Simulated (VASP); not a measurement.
Runs of VASP 6.6.1 on NaF. The structure is that of space group P6_3/mmc (No. 194), or close to it. The cells are those of the table. 

```csv
task,level,potentials or basis,cell,k mesh,cutoff (eV),smearing,gap on the mesh (eV),pressure (GPa),relaxed volume (Å³/atom)
single point,LDA,"VASP PAW LDA potentials, release 64 (Na_pv, F)","a = 3.793, b = 3.793, c = 4.460 Å, angles 90.0, 90.0, 120.0°, 4 atoms",6 × 6 × 6,520,fermi-dirac 0.02 eV,5.55,0.0,-
single point,LDA,"VASP PAW LDA potentials, release 64 (Na_pv, F)","a = 3.868, b = 3.868, c = 4.551 Å, angles 90.0, 90.0, 120.0°, 4 atoms",12 × 12 × 6,520,gaussian 0.01 eV,5.37,-2.5,-
single point,PBEsol,"VASP PAW PBE potentials, release 64 (Na_pv, F)","a = 3.893, b = 3.893, c = 4.584 Å, angles 90.0, 90.0, 120.0°, 4 atoms",6 × 6 × 6,520,fermi-dirac 0.02 eV,5.55,0.0,-
relaxation of cell and atoms,LDA,"VASP PAW LDA potentials, release 64 (Na_pv, F)","relaxed from a = 3.942, b = 3.942, c = 4.656 Å, angles 90.0, 90.0, 120.0°, 4 atoms",6 × 6 × 6,600,fermi-dirac 0.02 eV,(b),0.0,13.83
dielectric tensor,PBE,"VASP PAW PBE potentials, release 64 (Na_pv, F)","a = 3.868, b = 3.868, c = 4.551 Å, angles 90.0, 90.0, 120.0°, 4 atoms",6 × 6 × 6,520,gaussian 0.01 eV,5.68,-,-
single point,r2SCAN,"VASP PAW PBE potentials, release 64 (Na_pv, F)","a = 3.868, b = 3.868, c = 4.551 Å, angles 90.0, 90.0, 120.0°, 4 atoms",6 × 6 × 6,520,fermi-dirac 0.02 eV,6.35,-0.5,-
single point,r2SCAN,"VASP PAW PBE potentials, release 64 (Na_pv, F)","a = 3.868, b = 3.868, c = 4.551 Å, angles 90.0, 90.0, 120.0°, 4 atoms",12 × 12 × 6,520,gaussian 0.01 eV,6.35,-0.5,-
relaxation of cell and atoms,PBEsol,"VASP PAW PBE potentials, release 64 (Na_pv, F)","relaxed from a = 3.942, b = 3.942, c = 4.656 Å, angles 90.0, 90.0, 120.0°, 4 atoms",6 × 6 × 6,600,fermi-dirac 0.02 eV,5.56,0.0,(a)
```

Alike in all rows: no spin polarisation.

Q: Estimate the missing entries.

A: (a) 15.00; (b) 5.57.

Caveats: the structure was generated, so it needn't be the stable form of NaF; the PAW data sets were made with another functional, which shifts forces and pressure a little (at least some runs).

A k mesh can miss the band edges.
